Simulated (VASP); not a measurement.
# Ga3BAs2 (P6/mmm) in VASP: single point with PBE

Aim: the single point of Ga3BAs2 with PBE.

Program: VASP 6.6.1. These are calculated values, not measurements. Logs are shortened: lines on timing, memory, paths and dates and some standing lists are left out, and cuts for length are marked.

## 1. The cell of the first run

The structure is hexagonal, space group P6/mmm (No. 191). The conventional cell has a = 6.401 Å, b = 6.401 Å, c = 3.795 Å, α = 90.00°, β = 90.00°, γ = 120.00°. Within 3.5 Å of Ga (site symmetry mmm) lie 4 As at 2.65 Å and 4 Ga at 3.20 Å. Within 4.9 Å of B (site symmetry 6/mmm) lie 6 As at 3.70 Å and 12 Ga at 3.72 Å and 2 B at 3.80 Å. Within 3.5 Å of As (site symmetry -6m2) lie 6 Ga at 2.65 Å.

## 2. Single point, PBE

File POSCAR:

```
Ga3BAs2
1.0
    6.4011408612      0.0000000000      0.0000000000
   -3.2005704306      5.5435505990      0.0000000000
    0.0000000000      0.0000000000      3.7951555781
Ga B As
3 1 2
Direct
    0.5000000000      0.0000000000      0.5000000000
    0.5000000000      0.5000000000      0.5000000000
    0.0000000000      0.5000000000      0.5000000000
    0.0000000000      0.0000000000      0.0000000000
    0.3333333333      0.6666666667      0.0000000000
    0.6666666667      0.3333333333      0.0000000000
```

File INCAR.step1:

```
ALGO = Normal
EDIFF = 1E-6
ENCUT = 520
GGA = PE
ISIF = 2
ISMEAR = 0
LASPH = True
LCHARG = True
LREAL = False
LWAVE = False
NBANDS = 35
NELM = 60
PREC = Accurate
SIGMA = 0.1
```

File KPOINTS.step1:

```
k-points
0
Gamma
  6 6 10
```

File INCAR.step2:

```
ALGO = Normal
EDIFF = 1E-6
ENCUT = 520
GGA = PE
ICHARG = 11
ISIF = 2
ISMEAR = -5
LASPH = True
LCHARG = False
LORBIT = 11
LREAL = False
LWAVE = False
NEDOS = 2001
NELM = 60
PREC = Accurate
SIGMA = 0.1
```

File KPOINTS.step2:

```
k-points
0
Gamma
  9 9 15
```

Potentials or basis: VASP PAW PBE potentials, release 64 (Ga_d, B, As).

On the command line:

```bash
$ cat potpaw_PBE.64/Ga_d/POTCAR potpaw_PBE.64/B/POTCAR potpaw_PBE.64/As/POTCAR > POTCAR
$ cp INCAR.step1 INCAR
$ cp KPOINTS.step1 KPOINTS
$ mpirun -np 1 vasp_std > vasp.out
$ cp INCAR.step2 INCAR
$ cp KPOINTS.step2 KPOINTS
$ mpirun -np 1 vasp_std > vasp.out
```

OUTCAR:

```text
EDIFF = 1E-6
   ENCUT = 520
   GGA = PE
   ICHARG = 11
   ISIF = 2
   ISMEAR = -5
   LASPH = True
   LORBIT = 11
   LREAL = False
   NELM = 60
   PREC = Accurate

 ion  position               nearest neighbor table
   1  0.500  0.000  0.500-   5 2.65   6 2.65   5 2.65   6 2.65
   2  0.500  0.500  0.500-   5 2.65   6 2.65   5 2.65   6 2.65
   3  0.000  0.500  0.500-   5 2.65   6 2.65   5 2.65   6 2.65
   4  0.000  0.000  0.000-
   5  0.333  0.667  0.000-   1 2.65   1 2.65   3 2.65   3 2.65   2 2.65   2 2.65
   6  0.667  0.333  0.000-   1 2.65   1 2.65   3 2.65   3 2.65   2 2.65   2 2.65

  LATTYP: Found a hexagonal cell.
 ALAT       =     6.4011408612
 C/A-ratio  =     0.5928873712

  Lattice vectors:

 A1 = (   6.4011408612,   0.0000000000,   0.0000000000)
 A2 = (  -3.2005704306,   5.5435505990,   0.0000000000)
 A3 = (   0.0000000000,   0.0000000000,   3.7951555781)

Analysis of symmetry for initial positions (statically):
=====================================================================
 Subroutine PRICEL returns:
 Original cell was already a primitive cell.

 Routine SETGRP: Setting up the symmetry group for a
 hexagonal supercell.

 Subroutine GETGRP returns: Found 24 space group operations
 (whereof 24 operations were pure point group operations)
 out of a pool of 24 trial point group operations.

The static configuration has the point symmetry D_6h.

Analysis of symmetry for dynamics (positions and initial velocities):
=====================================================================
 Subroutine PRICEL returns:
 Original cell was already a primitive cell.

 Routine SETGRP: Setting up the symmetry group for a
 hexagonal supercell.

 Subroutine GETGRP returns: Found 24 space group operations
 (whereof 24 operations were pure point group operations)
 out of a pool of 24 trial point group operations.

The dynamic configuration has the point symmetry D_6h.

 Subroutine INISYM returns: Found 24 space group operations
 (whereof 24 operations are pure point group operations),
 and found     1 'primitive' translations

----------------------------------------------------------------------------------------

                                     Primitive cell

  volume of cell :     134.6713

  direct lattice vectors                    reciprocal lattice vectors
     6.401140861  0.000000000  0.000000000     0.156222152  0.090194901  0.000000000
    -3.200570431  5.543550599  0.000000000     0.000000000  0.180389803  0.000000000
     0.000000000  0.000000000  3.795155578     0.000000000  0.000000000  0.263493809

  length of vectors
     6.401140861  6.401140861  3.795155578     0.180389803  0.180389803  0.263493809

  position of ions in fractional coordinates (direct lattice)
     0.500000000  0.000000000  0.500000000
     0.500000000  0.500000000  0.500000000
     1.000000000  0.500000000  0.500000000
     0.000000000  0.000000000  0.000000000
     0.333333333  0.666666667  0.000000000
     0.666666667  0.333333333  0.000000000

  ion indices of the primitive-cell ions
   primitive index   ion index
                 1           1
                 2           2
                 3           3
                 4           4
                 5           5
                 6           6

----------------------------------------------------------------------------------------

 KPOINTS: k-points

Automatic generation of k-mesh.
 Grid dimensions read from file:
 generate k-points for:    9    9   15

 Generating k-lattice:

  Cartesian coordinates                     Fractional coordinates (reciprocal lattice)
     0.017358017  0.010021656  0.000000000     0.111111111 -0.000000000  0.000000000
     0.000000000  0.020043311  0.000000000     0.000000000  0.111111111  0.000000000
     0.000000000  0.000000000  0.017566254     0.000000000  0.000000000  0.066666667

  Length of vectors
     0.020043311  0.020043311  0.017566254

  Shift w.r.t. Gamma in fractional coordinates (k-lattice)
     0.000000000  0.000000000  0.000000000

 TETIRR: Found   1191 inequivalent tetrahedra from     7290

 Subroutine IBZKPT returns following result:
 ===========================================

 Found     96 irreducible k-points:

 Following reciprocal coordinates:
            Coordinates               Weight
  0.000000  0.000000  0.000000      1.000000
  0.111111  0.000000  0.000000      6.000000
  0.222222  0.000000  0.000000      6.000000
  0.333333  0.000000  0.000000      6.000000
  0.444444  0.000000  0.000000      6.000000
  0.111111  0.111111  0.000000      6.000000
[... 16 lines left out ...]
  0.333333  0.222222  0.066667     24.000000
  0.333333  0.333333  0.066667      4.000000
 [... further k-points ...]
   k-points           NKPTS =     96   k-points in BZ     NKDIM =     96   number of bands    NBANDS=     31
   number of dos      NEDOS =   2001   number of ions     NIONS =      6
   total plane-waves  NPLWV =  64512
   dimension x,y,z NGX =    48 NGY =   48 NGZ =   28
   dimension x,y,z NGXF=    96 NGYF=   96 NGZF=   56
   ions per type =               3   1   2
   NGX,Y,Z   is equivalent  to a cutoff of  12.47, 12.47, 12.27 a.u.
   NGXF,Y,Z  is equivalent  to a cutoff of  24.93, 24.93, 24.53 a.u.
 SYSTEM =  unknown system
   PREC   = accura    normal or accurate (medium, high low for compatibility)
   ISTART =      0    job   : 0-new  1-cont  2-samecut
   ICHARG =     11    charge: 1-file 2-atom 10-const
   ISPIN  =      1    spin polarized calculation?
   LNONCOLLINEAR =      F non collinear calculations
   LSORBIT =      F    spin-orbit coupling
   LASPH  =      T    aspherical Exc in radial PAW
   ENCUT  =  520.0 eV  38.22 Ry    6.18 a.u.  11.90 11.90  7.06*2*pi/ulx,y,z
   NELM   =     60;   NELMIN=  2; NELMDL=  0     # of ELM steps
   EDIFF  = 0.1E-05   stopping-criterion for ELM
   LREAL  =      F    real-space projection
   EDIFFG = 0.1E-04   stopping-criterion for IOM
   NSW    =      0    number of steps for IOM
   IBRION =     -1    ionic relax: 0-MD 1-quasi-New 2-CG
   NFREE  =      0    steps in history (QN), initial steepest desc. (CG)
   ISIF   =      2    stress and relaxation
   ISYM   =      2    0-nonsym 1-usesym 2-fastsym
   POTIM  = 0.5000    time-step for ionic-motion
   TEBEG  =    0.0;   TEEND  =   0.0 temperature during run
   PSTRESS=    0.0 pullay stress
   NELECT =      52.0000    total number of electrons
   NUPDOWN=      -1.0000    fix difference up-down
   EMIN   =  10.00;   EMAX   =-10.00  energy-range for DOS
   EFERMI =   0.00;   METHOD = LEGACY
   ISMEAR =    -5;   SIGMA  =   0.10  broadening in eV -4-tet -1-fermi 0-gaus
   EFERMI_NEDOS =   21; number of points for ismear=-14 and -15
   IALGO  =     38    algorithm
   IMIX   =      4    mixing-type and parameters
     AMIX     =   0.40;   BMIX     =  1.00
     AMIX_MAG =   1.60;   BMIX_MAG =  1.00
  volume/ion in A,a.u.               =      22.45       151.47
  Fermi-wavevector in a.u.,A,eV,Ry     =   1.192114  2.252768 19.335711  1.421135
  Thomas-Fermi vector in A             =   2.328159
   LORBIT       =     11    0 simple, 1 ext, 2 COOP (PROOUT), +10 PAW based schemes
   GGA     = PE    functional components
   LHFCALC =     F    Hartree Fock is set to
   AEXX    =    0.0000 exact exchange contribution
   IVDW    =     0    specifies the selected vdW correction
   LEPSILON=     F    determine dielectric tensor
   LRPA    =     F    only Hartree local field effects (RPA)
 non-spin polarized calculation
 Fermi weights with tetrahedron method with Bloechl corrections
  energy-cutoff  :      520.00
  volume of cell :      134.67
 maximum number of plane-waves:      3657
 NGX is ok and might be reduce to    48

 number of electron      52.0000002 magnetization

 Free energy of the ion-electron system (eV)
  ---------------------------------------------------
  ext. energy  EPLUGINS =         0.00000000
  ---------------------------------------------------
  free energy    TOTEN  =       -19.13553367 eV

  energy without entropy =      -19.13553367  energy(sigma->0) =      -19.13553367

 E-fermi :   3.5796     XC(G=0):  -9.5366

 val. band max:        3.6248154984   @ k =   0.0000   0.0000   0.3333
 cond. band min:       3.4349399229   @ k =   0.0000   0.0000   0.4667
 fundamental gap:     -0.1898755755
 Fermi energy:         3.5796103901

 k-point     1 :       0.0000    0.0000    0.0000
  band No.  band energies     occupation
      1     -11.6309      2.00000
      2     -11.5083      2.00000
      3     -11.5008      2.00000
      4     -11.5007      2.00000
      5     -11.4637      2.00000
      6     -11.4488      2.00000
[... 23 lines left out ...]
     30       6.9221      0.00000
     31       6.9269      0.00000

 k-point     2 :       0.1111    0.0000    0.0000
  band No.  band energies     occupation
      1     -11.6248      2.00000
      2     -11.5055      2.00000
      3     -11.5000      2.00000
      4     -11.4964      2.00000
      5     -11.4616      2.00000
      6     -11.4521      2.00000
[... 23 lines left out ...]
     30       6.8778      0.00000
     31       7.1438      0.00000

 k-point     3 :       0.2222    0.0000    0.0000
  band No.  band energies     occupation
      1     -11.6079      2.00000
      2     -11.4984      2.00000
      3     -11.4974      2.00000
      4     -11.4841      2.00000
      5     -11.4620      2.00000
      6     -11.4551      2.00000
[... 703 lines left out ...]
     30       5.2276      0.00000
     31       6.0572      0.00000

 k-point    24 :       0.3333    0.3333    0.0667
  band No.  band energies     occupation
      1     -11.5265      2.00000
      2     -11.5264      2.00000
      3     -11.4861      2.00000
      4     -11.4586      2.00000
      5     -11.4586      2.00000
      6     -11.4480      2.00000
[... 23 lines left out ...]
     30       4.9694      0.00000
     31       6.1259      0.00000

 [... further k-points ...]

------------------------ aborting loop because EDIFF is reached ----------------------------------------

  FORCE on cell =-STRESS in cart. coord.  units (eV):
  Direction    XX          YY          ZZ          XY          YZ          ZX
  --------------------------------------------------------------------------------------
  -------------------------------------------------------------------------------------
  Total       -0.2407081     -0.2407081      0.0870021      0.0000000     -0.0000000      0.0000000
  in kB       -2.8636916     -2.8636916      1.0350593      0.0000000     -0.0000000      0.0000000
  external PRESSURE =      -1.5641080 kB  Pullay stress =       0.0000000 kB

 VOLUME and BASIS-vectors are now :
 -----------------------------------------------------------------------------
  energy-cutoff  :      520.00
  volume of cell :      134.67
      direct lattice vectors                 reciprocal lattice vectors
     6.401140861  0.000000000  0.000000000     0.156222152  0.090194901  0.000000000
    -3.200570431  5.543550599  0.000000000     0.000000000  0.180389803  0.000000000
     0.000000000  0.000000000  3.795155578     0.000000000  0.000000000  0.263493809

 POSITION                                       TOTAL-FORCE (eV/Angst)
 -----------------------------------------------------------------------------------
      3.20057      0.00000      1.89758        -0.000000      0.000000      0.000000
      1.60029      2.77178      1.89758        -0.000000      0.000000      0.000000
     -1.60029      2.77178      1.89758        -0.000000      0.000000      0.000000
      0.00000      0.00000      0.00000        -0.000000      0.000000      0.000000
     -0.00000      3.69570      0.00000         0.000000     -0.000000      0.000000
      3.20057      1.84785      0.00000         0.000000      0.000000     -0.000000
 -----------------------------------------------------------------------------------
    total drift:                                0.000000      0.000000     -0.000000

  FREE ENERGIE OF THE ION-ELECTRON SYSTEM (eV)
  ---------------------------------------------------
  free  energy   TOTEN  =       -19.1355336667 eV

  energy  without entropy=      -19.1355336667  energy(sigma->0) =      -19.13553367

 total charge

# of ion       s       p       d       tot
------------------------------------------
    1        1.019   0.527   9.972  11.518
    2        1.019   0.527   9.972  11.518
    3        1.019   0.527   9.972  11.518
    4        0.930   0.385   0.000   1.315
    5        1.277   1.415   0.044   2.736
    6        1.277   1.415   0.044   2.736
--------------------------------------------------
tot          6.541   4.796  30.004  41.341
```

Wall time 8.9 min (1 thread of Intel Xeon Platinum 8259CL at 2.50GHz (Skylake/Cascade Lake), shared host); peak memory 0.49 GiB.

Results:

- Valence electrons inside the program's atomic spheres: Ga 11.52; B 1.31; As 2.74

Levels at points of the mesh, in eV from the Fermi level:
| k point | band 24 | band 25 | band 26 | band 27 | band 28 | band 29 |
| --- | --- | --- | --- | --- | --- | --- |
| (0.00, 0.00, 0.00) | -2.26 | -0.29 | 0.91 | 0.91 | 1.68 | 1.89 |
